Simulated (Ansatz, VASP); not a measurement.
**MgO in VASP and in Ansatz**

```
Mg O
1.0
     0.00000    2.14819    2.14819
     2.14819    0.00000    2.14819
     2.14819    2.14819    0.00000
Mg O
1 1
Direct
  0.00000 0.00000 0.00000
  0.50000 0.50000 0.50000
```

Alike in both runs: task single point; functional PBE; k mesh 10 × 10 × 10; occupations gaussian, width 0.02 eV; no spin polarisation.

```csv
,VASP,Ansatz
version,VASP 6.6.1,Ansatz 0.2.0
potentials or method,"VASP PAW PBE potentials, release 64 (Mg, O), cutoff 600 eV","scalar-relativistic, all-electron LAPW"
```

VASP gave:

* gap on the k mesh at the Fermi level (eV): 4.17
* least direct gap on the mesh (eV): 4.17
* pressure (GPa): -5.2

Estimate Ansatz's values.

gap on the k mesh at the Fermi level (eV): 4.18; least direct gap on the mesh (eV): 4.18; pressure (GPa): -4.1.

Ansatz ran all-electron here, and VASP with PAW potentials.
